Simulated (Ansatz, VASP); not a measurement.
**Two plane-wave programs on SnTe**

The input POSCAR:

```
SnTe
1.0
    0.0000000000      2.7439964492      2.7439964492
    2.7439964492      0.0000000000      2.7439964492
    2.7439964492      2.7439964492      0.0000000000
Sn Te
1 1
Direct
    0.0000000000      0.0000000000      0.0000000000
    0.5000000000      0.5000000000      0.5000000000
```

File INCAR.step1:

```
SYSTEM = SnTe
PREC = Accurate
ENCUT = 520
ISMEAR = -1
SIGMA = 0.08
LREAL = .False.
LASPH = .True.
NELM = 80
NBANDS = 17
GGA = PE
ALGO = Normal
EDIFF = 1E-4
LWAVE = .True.
LCHARG = .False.
```

The input INCAR.step2:

```
SYSTEM = SnTe
PREC = Accurate
ENCUT = 520
EDIFF = 1E-7
ISMEAR = -1
SIGMA = 0.08
LREAL = .False.
LASPH = .True.
NELM = 80
ALGO = Normal
ISIF = 2
LWAVE = .False.
LCHARG = .False.
METAGGA = R2SCAN
LMIXTAU = .True.
NBANDS = 17
ISTART = 1
```

Contents of KPOINTS:

```
Automatic mesh
0
Gamma
  13 13 13
  0 0 0
```

Input for Ansatz:

```yaml
crystal:
  lattice:
    - [0.0, 2.7439964492, 2.7439964492]
    - [2.7439964492, 0.0, 2.7439964492]
    - [2.7439964492, 2.7439964492, 0.0]
  atoms:
    - { symbol: Sn, position: [0.0, 0.0, 0.0] }
    - { symbol: Te, position: [0.5, 0.5, 0.5] }
kpoints:
  mp_grid: { grid: [13, 13, 13] }
  band_path:
    path:
      - [0.0, 0.0, 0.0]
      - [0.5, 0.0, 0.5]
      - [0.625, 0.25, 0.625]
      - [0.375, 0.375, 0.75]
      - [0.0, 0.0, 0.0]
      - [0.5, 0.5, 0.5]
      - [0.5, 0.25, 0.75]
      - [0.5, 0.0, 0.5]
    npoints: 8
scf:
  occupations: { method: fermi_dirac, width: 0.08 }
hamiltonian:
  xc: r2scan
  pseudopotentials: { kind: paw }
output:
  forces: true
  stress: true
  eigenvalues: true
  populations: true
  dos: { projected: true, de: 0.2, e_range: [-14, 8] }
```

Change from the starting cell: volume scaled by 0.64, PAW files.

Alike in both runs: task single point; functional r2SCAN; k mesh 13 × 13 × 13; occupations fermi-dirac, width 0.08 eV; no spin polarisation.

```csv
,VASP,Ansatz
version,VASP 6.6.1,Ansatz 0.2.0
potentials or method,"VASP PAW PBE potentials, release 64 (Sn_d, Te)","PAW with Ansatz's default frozen-core files, scalar-relativistic"
plane-wave cutoff (eV),520,500
valence electrons in the cell,20,30
```

VASP gave:

* pressure (GPa): 51.9

Task: Estimate Ansatz's values.

Result: Pressure (GPa): 51.7.

VASP's potentials were made for PBE, not for r2SCAN. Both programs put the cell under a high pressure, so it lies far from rest at this level. VASP's potentials hold 20 valence electrons a cell and Ansatz's 30, so a difference there can come from the potentials and not from the codes.

Neither program's run includes spin-orbit coupling.
